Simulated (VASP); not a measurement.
A run of VASP 6.6.1 is set up as follows.

INCAR

```
ALGO = Normal
DIPOL = 0.5 0.5 0.369
EDIFF = 1E-7
ENCUT = 520
GGA = PE
IDIPOL = 3
ISIF = 2
ISMEAR = 0
LASPH = T
LCHARG = F
LDIPOL = T
LREAL = F
LWAVE = F
NBANDS = 32
NELM = 80
PREC = Accurate
SIGMA = 0.1
```

File KPOINTS:

```
k-points
0
Gamma
  9 9 1
```

The input POSCAR:

```
Hf4F
1.0
    3.2048170381      0.0000000000      0.0000000000
   -1.6024085190      2.7754529695      0.0000000000
    0.0000000000      0.0000000000     24.5281466259
Hf F
4 1
Direct
    0.6666666667      0.3333333333      0.1630779553
    0.3333333333      0.6666666667      0.2663815885
    0.6666666667      0.3333333333      0.3732987945
    0.3333333333      0.6666666667      0.4699966451
    0.4444444444      0.5555555556      0.5706972826
```

Potentials or basis: VASP PAW PBE potentials, release 64 (Hf_pv, F).

Run with:

```bash
$ cat potpaw_PBE.64/Hf_pv/POTCAR potpaw_PBE.64/F/POTCAR > POTCAR
$ mpirun -np 1 vasp_std > vasp.out
```

**Question.** Predict the largest force.

**Answer.** 4.596 eV/Å.

**Question.** Estimate the band gap on the k mesh.

**Answer.** Zero (an odd number of electrons rules out a gap without spin polarisation).

Forces on the atoms (eV/Å):
```
Hf  -0.002  0.001  0.723
Hf   0.001  0.000 -0.713
Hf   0.021 -0.012 -0.431
Hf   0.268 -0.155  4.585
F   -0.288  0.166 -4.164
```

Caveat: spin-orbit coupling is left out, which moves the levels of the heavy elements.
